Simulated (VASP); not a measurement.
# As (P4/mmm) in VASP: a series of runs

As is run at these levels: PBEsol; tasks: single point.

Everything below comes from runs of VASP 6.6.1. Logs are shortened: lines on timing, memory, paths and dates and some standing lists are left out, and cuts for length are marked.

### 1 The cell of the first run

Symmetry: P4/mmm, No. 123, tetragonal system. Conventional cell: a = 2.731 Å, b = 2.731 Å, c = 2.650 Å, α = 90.00°, β = 90.00°, γ = 90.00°. Within 3.5 Å of As (site symmetry 4/mmm) lie 6 As at 2.65 to 2.73 Å.

### 2 Single point, PBEsol

The input, INCAR:

```
SYSTEM = As
PREC = Accurate
ENCUT = 500
EDIFF = 1E-6
ISMEAR = -1
SIGMA = 0.05
LREAL = .False.
LASPH = .True.
NELM = 120
ALGO = Normal
ISIF = 2
LWAVE = .False.
LCHARG = .False.
GGA = PS
NBANDS = 8
GGA_COMPAT = .False.
```

The input, KPOINTS:

```
regular mesh
0
Gamma
  10 10 10
  0 0 0
```

The input, POSCAR:

```
As
1.0
    2.7311309938      0.0000000000      0.0000000000
    0.0000000000      2.7311309938      0.0000000000
    0.0000000000      0.0000000000      2.6496081095
As
1
Direct
    0.5000000000      0.5000000000      0.5000000000
```

Potentials or basis: VASP PAW PBE potentials, release 64 (As).

Run with:

```bash
$ cat potpaw_PBE.64/As/POTCAR > POTCAR
$ mpirun -np 1 vasp_std > vasp.out
```

OUTCAR:

```text
SYSTEM = As
   PREC = Accurate
   ENCUT = 500
   EDIFF = 1E-6
   ISMEAR = -1
   LREAL = .False.
   LASPH = .True.
   NELM = 120
   ISIF = 2
   GGA = PS

 ion  position               nearest neighbor table
   1  0.500  0.500  0.500-

  LATTYP: Found a simple tetragonal cell.
 ALAT       =     2.7311309938
 C/A-ratio  =     0.9701505038

  Lattice vectors:

 A1 = (   2.7311309938,   0.0000000000,   0.0000000000)
 A2 = (   0.0000000000,   2.7311309938,   0.0000000000)
 A3 = (   0.0000000000,   0.0000000000,   2.6496081095)

Analysis of symmetry for initial positions (statically):
=====================================================================
 Subroutine PRICEL returns:
 Original cell was already a primitive cell.

 Routine SETGRP: Setting up the symmetry group for a
 simple tetragonal supercell.

 Subroutine GETGRP returns: Found 16 space group operations
 (whereof 16 operations were pure point group operations)
 out of a pool of 16 trial point group operations.

The static configuration has the point symmetry D_4h.

Analysis of symmetry for dynamics (positions and initial velocities):
=====================================================================
 Subroutine PRICEL returns:
 Original cell was already a primitive cell.

 Routine SETGRP: Setting up the symmetry group for a
 simple tetragonal supercell.

 Subroutine GETGRP returns: Found 16 space group operations
 (whereof 16 operations were pure point group operations)
 out of a pool of 16 trial point group operations.

The dynamic configuration has the point symmetry D_4h.

 Subroutine INISYM returns: Found 16 space group operations
 (whereof 16 operations are pure point group operations),
 and found     1 'primitive' translations

----------------------------------------------------------------------------------------

                                     Primitive cell

  volume of cell :      19.7636

  direct lattice vectors                    reciprocal lattice vectors
     2.731130994  0.000000000  0.000000000     0.366148677  0.000000000  0.000000000
     0.000000000  2.731130994  0.000000000     0.000000000  0.366148677  0.000000000
     0.000000000  0.000000000  2.649608109     0.000000000  0.000000000  0.377414304

  length of vectors
     2.731130994  2.731130994  2.649608109     0.366148677  0.366148677  0.377414304

  position of ions in fractional coordinates (direct lattice)
     0.500000000  0.500000000  0.500000000

  ion indices of the primitive-cell ions
   primitive index   ion index
                 1           1

----------------------------------------------------------------------------------------

 KPOINTS: regular mesh

Automatic generation of k-mesh.
 Grid dimensions read from file:
 generate k-points for:   10   10   10

 Generating k-lattice:

  Cartesian coordinates                     Fractional coordinates (reciprocal lattice)
     0.036614868  0.000000000  0.000000000     0.100000000  0.000000000  0.000000000
     0.000000000  0.036614868  0.000000000     0.000000000  0.100000000  0.000000000
     0.000000000  0.000000000  0.037741430     0.000000000  0.000000000  0.100000000

  Length of vectors
     0.036614868  0.036614868  0.037741430

  Shift w.r.t. Gamma in fractional coordinates (k-lattice)
     0.000000000  0.000000000  0.000000000

 Subroutine IBZKPT returns following result:
 ===========================================

 Found    126 irreducible k-points:

 Following reciprocal coordinates:
            Coordinates               Weight
  0.000000  0.000000  0.000000      1.000000
  0.100000  0.000000  0.000000      4.000000
  0.200000  0.000000  0.000000      4.000000
  0.300000  0.000000  0.000000      4.000000
  0.400000  0.000000  0.000000      4.000000
  0.500000  0.000000  0.000000      2.000000
[... 16 lines left out ...]
  0.100000  0.000000  0.100000      8.000000
  0.200000  0.000000  0.100000      8.000000
 [... further k-points ...]
   k-points           NKPTS =    126   k-points in BZ     NKDIM =    126   number of bands    NBANDS=      8
   number of dos      NEDOS =    301   number of ions     NIONS =      1
   total plane-waves  NPLWV =   8000
   dimension x,y,z NGX =    20 NGY =   20 NGZ =   20
   dimension x,y,z NGXF=    40 NGYF=   40 NGZF=   40
   ions per type =               1
   NGX,Y,Z   is equivalent  to a cutoff of  12.17, 12.17, 12.55 a.u.
   NGXF,Y,Z  is equivalent  to a cutoff of  24.35, 24.35, 25.10 a.u.
 SYSTEM =  As
   PREC   = accura    normal or accurate (medium, high low for compatibility)
   ISTART =      0    job   : 0-new  1-cont  2-samecut
   ICHARG =      2    charge: 1-file 2-atom 10-const
   ISPIN  =      1    spin polarized calculation?
   LNONCOLLINEAR =      F non collinear calculations
   LSORBIT =      F    spin-orbit coupling
   LASPH  =      T    aspherical Exc in radial PAW
   ENCUT  =  500.0 eV  36.75 Ry    6.06 a.u.   4.98  4.98  4.83*2*pi/ulx,y,z
   NELM   =    120;   NELMIN=  2; NELMDL= -5     # of ELM steps
   EDIFF  = 0.1E-05   stopping-criterion for ELM
   LREAL  =      F    real-space projection
   EDIFFG = 0.1E-04   stopping-criterion for IOM
   NSW    =      0    number of steps for IOM
   IBRION =     -1    ionic relax: 0-MD 1-quasi-New 2-CG
   NFREE  =      0    steps in history (QN), initial steepest desc. (CG)
   ISIF   =      2    stress and relaxation
   ISYM   =      2    0-nonsym 1-usesym 2-fastsym
   POTIM  = 0.5000    time-step for ionic-motion
   TEBEG  =    0.0;   TEEND  =   0.0 temperature during run
   PSTRESS=    0.0 pullay stress
   NELECT =       5.0000    total number of electrons
   NUPDOWN=      -1.0000    fix difference up-down
   EMIN   =  10.00;   EMAX   =-10.00  energy-range for DOS
[... 5 lines left out ...]
     AMIX     =   0.40;   BMIX     =  1.00
     AMIX_MAG =   1.60;   BMIX_MAG =  1.00
  volume/ion in A,a.u.               =      19.76       133.37
  Fermi-wavevector in a.u.,A,eV,Ry     =   1.035403  1.956627 14.586243  1.072059
  Thomas-Fermi vector in A             =   2.169744
   LORBIT       =      0    0 simple, 1 ext, 2 COOP (PROOUT), +10 PAW based schemes
   GGA     = PS    functional components
   LHFCALC =     F    Hartree Fock is set to
   AEXX    =    0.0000 exact exchange contribution
   IVDW    =     0    specifies the selected vdW correction
   LEPSILON=     F    determine dielectric tensor
   LRPA    =     F    only Hartree local field effects (RPA)
 non-spin polarized calculation
  energy-cutoff  :      500.00
  volume of cell :       19.76
 maximum number of plane-waves:       520
 NGX is ok and might be reduce to    20
   NGX =  9   NGY =  9   NGZ =  9

 number of electron       5.0000000 magnetization

 Free energy of the ion-electron system (eV)
  ---------------------------------------------------
  ext. energy  EPLUGINS =         0.00000000
  ---------------------------------------------------
  free energy    TOTEN  =        -5.04087932 eV

  energy without entropy =       -5.03860072  energy(sigma->0) =       -5.03974002

 E-fermi :   5.7139     XC(G=0): -10.5547

 val. band max:        5.6904557553   @ k =   0.2000   0.2000   0.1000
 cond. band min:       5.7553683425   @ k =   0.3000   0.3000   0.3000
 fundamental gap:      0.0649125872
 Fermi energy:         5.7139245369

 k-point     1 :       0.0000    0.0000    0.0000
  band No.  band energies     occupation
      1      -9.1900      2.00000
      2       9.6062      0.00000
      3       9.6062      0.00000
      4      10.6708      0.00000
      5      14.0756      0.00000
      6      14.3855      0.00000
      7      16.3915      0.00000
      8      30.1777      0.00000

 k-point     2 :       0.1000    0.0000    0.0000
  band No.  band energies     occupation
      1      -9.0117      2.00000
      2       7.6271      0.00000
      3       9.7621      0.00000
      4      10.8262      0.00000
      5      14.4202      0.00000
      6      15.7459      0.00000
      7      17.3084      0.00000
      8      27.8389      0.00000

 k-point     3 :       0.2000    0.0000    0.0000
  band No.  band energies     occupation
      1      -8.4876      2.00000
      2       4.6345      2.00000
      3      10.2062      0.00000
      4      11.2687      0.00000
      5      14.9041      0.00000
      6      16.6312      0.00000
      7      20.7258      0.00000
      8      24.9821      0.00000

 k-point     4 :       0.3000    0.0000    0.0000
  band No.  band energies     occupation
      1      -7.6657      2.00000
      2       1.9057      2.00000
      3      10.8529      0.00000
      4      11.9125      0.00000
      5      15.6485      0.00000
      6      17.5451      0.00000
      7      22.5626      0.00000
      8      23.2222      0.00000

 k-point     5 :       0.4000    0.0000    0.0000
  band No.  band energies     occupation
      1      -6.7136      2.00000
      2      -0.2209      2.00000
      3      11.5013      0.00000
      4      12.5567      0.00000
      5      16.4947      0.00000
      6      18.7378      0.00000
      7      20.8415      0.00000
      8      21.9097      0.00000

 k-point     6 :       0.5000    0.0000    0.0000
  band No.  band energies     occupation
      1      -6.1919      2.00000
      2      -1.1380      2.00000
      3      11.7959      0.00000
      4      12.8489      0.00000
      5      16.9445      0.00000
      6      19.8830      0.00000
      7      20.1882      0.00000
      8      20.6499      0.00000

 k-point     7 :       0.1000    0.1000    0.0000
  band No.  band energies     occupation
      1      -8.8334      2.00000
      2       7.6600      0.00000
      3       7.9287      0.00000
      4      10.9813      0.00000
      5      15.6173      0.00000
      6      16.6963      0.00000
      7      17.7202      0.00000
      8      25.5603      0.00000

 k-point     8 :       0.2000    0.1000    0.0000
  band No.  band energies     occupation
      1      -8.3093      2.00000
      2       4.7981      2.00000
      3       8.2762      0.00000
      4      11.4231      0.00000
      5      16.1940      0.00000
      6      17.6508      0.00000
      7      20.5596      0.00000
      8      23.1143      0.00000

 k-point     9 :       0.3000    0.1000    0.0000
  band No.  band energies     occupation
      1      -7.4873      2.00000
      2       2.0744      2.00000
      3       8.9787      0.00000
      4      12.0654      0.00000
      5      16.9436      0.00000
      6      17.9867      0.00000
      7      20.3924      0.00000
      8      23.7684      0.00000

 k-point    10 :       0.4000    0.1000    0.0000
  band No.  band energies     occupation
      1      -6.5349      2.00000
      2      -0.0507      2.00000
      3       9.7203      0.00000
      4      12.7077      0.00000
      5      17.2243      0.00000
      6      17.8067      0.00000
      7      20.5067      0.00000
      8      22.0683      0.00000
[... 78 lines left out ...]
 k-point    18 :       0.5000    0.3000    0.0000
  band No.  band energies     occupation
      1      -4.6475      2.00000
      2       0.2696      2.00000
      3       4.5551      2.00000
      4      10.8836      0.00000
      5      14.0332      0.00000
      6      20.5968      0.00000
      7      22.6217      0.00000
      8      23.2795      0.00000

 k-point    19 :       0.4000    0.4000    0.0000
  band No.  band energies     occupation
      1      -4.2030      2.00000
      2       1.8722      2.00000
      3       2.1480      2.00000
      4       9.7141      0.00000
      5      14.3597      0.00000
      6      20.9924      0.00000
      7      23.9052      0.00000
      8      24.2167      0.00000

 k-point    20 :       0.5000    0.4000    0.0000
  band No.  band energies     occupation
      1      -3.6560      2.00000
      2       1.0681      2.00000
      3       2.4138      2.00000
      4       8.9346      0.00000
      5      14.6305      0.00000
      6      21.7433      0.00000
      7      23.4416      0.00000
      8      24.2627      0.00000

 k-point    21 :       0.5000    0.5000    0.0000
  band No.  band energies     occupation
      1      -3.0911      2.00000
      2       1.4601      2.00000
      3       1.4601      2.00000
      4       8.1584      0.00000
      5      14.8958      0.00000
      6      22.5402      0.00000
      7      23.8710      0.00000
      8      23.8710      0.00000

 k-point    22 :       0.0000    0.0000    0.1000
  band No.  band energies     occupation
      1      -8.9936      2.00000
      2       8.4637      0.00000
      3       9.7822      0.00000
      4       9.7822      0.00000
      5      14.2524      0.00000
      6      15.1609      0.00000
      7      18.3101      0.00000
      8      28.5082      0.00000

 k-point    23 :       0.1000    0.0000    0.1000
  band No.  band energies     occupation
      1      -8.8153      2.00000
      2       7.7773      0.00000
      3       8.6726      0.00000
      4       9.9378      0.00000
      5      14.8342      0.00000
      6      16.9354      0.00000
      7      18.5086      0.00000
      8      26.3090      0.00000

 k-point    24 :       0.2000    0.0000    0.1000
  band No.  band energies     occupation
      1      -8.2912      2.00000
      2       4.8151      2.00000
      3       9.1205      0.00000
      4      10.3812      0.00000
      5      15.3845      0.00000
      6      18.6838      0.00000
      7      20.6687      0.00000
      8      23.7562      0.00000

 [... further k-points ...]
[... 5 lines left out ...]
  --------------------------------------------------------------------------------------
  -------------------------------------------------------------------------------------
  Total       -0.3696803     -0.3696803      0.3322714      0.0000000      0.0000000     -0.0000000
  in kB      -29.9688567    -29.9688567     26.9362312      0.0000000      0.0000000     -0.0000000
  external PRESSURE =     -11.0004941 kB  Pullay stress =       0.0000000 kB

 VOLUME and BASIS-vectors are now :
 -----------------------------------------------------------------------------
  energy-cutoff  :      500.00
  volume of cell :       19.76
      direct lattice vectors                 reciprocal lattice vectors
     2.731130994  0.000000000  0.000000000     0.366148677  0.000000000  0.000000000
     0.000000000  2.731130994  0.000000000     0.000000000  0.366148677  0.000000000
     0.000000000  0.000000000  2.649608109     0.000000000  0.000000000  0.377414304

 POSITION                                       TOTAL-FORCE (eV/Angst)
 -----------------------------------------------------------------------------------
      1.36557      1.36557      1.32480         0.000000      0.000000      0.000000
 -----------------------------------------------------------------------------------
    total drift:                                0.000000     -0.000000      0.000000

  FREE ENERGIE OF THE ION-ELECTRON SYSTEM (eV)
  ---------------------------------------------------
  free  energy   TOTEN  =        -5.0408793196 eV

  energy  without entropy=       -5.0386007183  energy(sigma->0) =       -5.03974002
```

Run time: 4.6 s. Hardware: 1 thread of Intel Xeon 6975P-C (Granite Rapids), shared host; peak memory 0.13 GiB.

Results:

```
Free energy : -5.0409 eV
Pressure    : -1.1 GPa
```

Levels at points of the mesh, in eV from the Fermi level:
| k point | band 1 | band 2 | band 3 | band 4 | band 5 | band 6 | band 7 |
| --- | --- | --- | --- | --- | --- | --- | --- |
| (0.00, 0.00, 0.00) | -14.90 | 3.89 | 3.89 | 4.96 | 8.36 | 8.67 | 10.68 |
| (0.50, 0.00, 0.00) | -11.91 | -6.85 | 6.08 | 7.13 | 11.23 | 14.17 | 14.47 |
| (0.50, 0.50, 0.00) | -8.81 | -4.25 | -4.25 | 2.44 | 9.18 | 16.83 | 18.16 |
| (0.00, 0.00, 0.50) | -11.42 | -6.93 | 6.45 | 6.45 | 11.34 | 13.75 | 14.46 |
| (0.50, 0.00, 0.50) | -8.27 | -4.39 | -3.89 | 2.54 | 8.50 | 16.48 | 17.08 |
| (0.50, 0.50, 0.50) | -4.82 | -2.08 | -1.53 | -1.53 | 5.88 | 5.88 | 6.20 |

Caveat: the PAW data sets were made with another functional, which shifts forces and pressure a little.

(Part 1 of 2 ends here.)
